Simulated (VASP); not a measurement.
Write the native input for VASP 6.6.1 that does the following.

| Quantity | Value |
| --- | --- |
| Task | single point |
| Functional | PBE exchange alone |
| Potentials or basis | VASP PAW PBE potentials, release 64 (V_sv, O) |
| Cutoff | 600 eV |
| k mesh | 6 × 6 × 9 |
| Occupations | fermi-dirac, width 0.05 eV |
| Spin | collinear spin, ferromagnetic start |
| Starting moments | [2.0, 2.0, 0.0, 0.0, 0.0, 0.0] μB |
| Dipole correction | no |
| Further INCAR settings | ALGO = Normal; EDIFF = 1e-06; NBANDS = 38 |

The structure of VO2 lies in POSCAR:

```
VO2
1.0
    4.5665141372      0.0000000000      0.0000000000
    0.0000000000      4.5665141372      0.0000000000
    0.0000000000      0.0000000000      3.0845131470
V O
2 4
Direct
    0.5000000000      0.5000000000      0.5000000000
    0.0000000000      0.0000000000      0.0000000000
    0.2003580000      0.7996420000      0.5000000000
    0.7996420000      0.2003580000      0.5000000000
    0.7003580000      0.7003580000      0.0000000000
    0.2996420000      0.2996420000      0.0000000000
```

The input as run:

INCAR

```
AGGAC = 0.0
ALDAC = 0.0
ALGO = Normal
EDIFF = 1E-6
ENCUT = 600
GGA = PE
GGA_COMPAT = F
ISIF = 2
ISMEAR = -1
ISPIN = 2
LASPH = T
LCHARG = F
LMAXMIX = 4
LORBIT = 11
LREAL = F
LWAVE = F
MAGMOM = 2 2 0 0 0 0
NBANDS = 38
NELM = 200
PREC = Accurate
SIGMA = 0.05
```

KPOINTS

```
k-points
0
Gamma
  6 6 9
```

Potentials or basis: VASP PAW PBE potentials, release 64 (V_sv, O).

Run with:

```console
$ cat potpaw_PBE.64/V_sv/POTCAR potpaw_PBE.64/O/POTCAR > POTCAR
$ mpirun -np 1 vasp_std > vasp.out
```

Results of the run:

The pressure is 3.7 GPa. The largest force is 0.157 eV/Å and the band gap on the k mesh is zero (filled and empty bands overlap). The net moment is 2.00 μB per cell, the site moments are V +1.17; O -0.11 μB and the valence electrons inside the program's atomic spheres are V 11.30; O 5.01.

Caveat: the cell stands under pressure; semilocal functionals often make such compounds metallic where correlation or magnetic order opens a gap, which also shifts bond lengths.

Wall time 2.2 min on 1 thread of Intel(R) Xeon(R) 6975P-C (Granite Rapids), on a shared host, peak memory 0.34 GiB.
